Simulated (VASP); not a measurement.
Input of a VASP 6.6.1 run:

File INCAR:

```
SYSTEM = Ru
ALGO = Normal ; EDIFF = 1E-6
ENCUT = 520 ; GGA = PE
ISIF = 2 ; ISMEAR = 1
LASPH = .True. ; LCHARG = .False.
LREAL = .False. ; LWAVE = .False.
NBANDS = 21 ; NELM = 80
PREC = Accurate ; SIGMA = 0.6
```

Contents of KPOINTS:

```
k-points
0
Gamma
  13 13 7
  0 0 0
```

POSCAR

```
Ru
1.0
    2.7235595794      0.0000000000      0.0000000000
   -1.3617797897      2.3586717845      0.0000000000
    0.0000000000      0.0000000000      4.2890849607
Ru
2
Direct
    0.3333333333      0.6666666667      0.2500000000
    0.6666666667      0.3333333333      0.7500000000
```

Potentials or basis: VASP PAW PBE potentials, release 64 (Ru_pv).

Launch:

```sh
$ cat potpaw_PBE.64/Ru_pv/POTCAR > POTCAR
$ mpirun -np 1 vasp_std > vasp.out
```

(1) What does it give for the band gap on the k mesh?

(2) What does it give for the pressure?

Answers

(1) zero (band 14 reaches 13.99 eV, above the bottom of band 15 at 11.05 eV).

(2) -0.4 GPa.
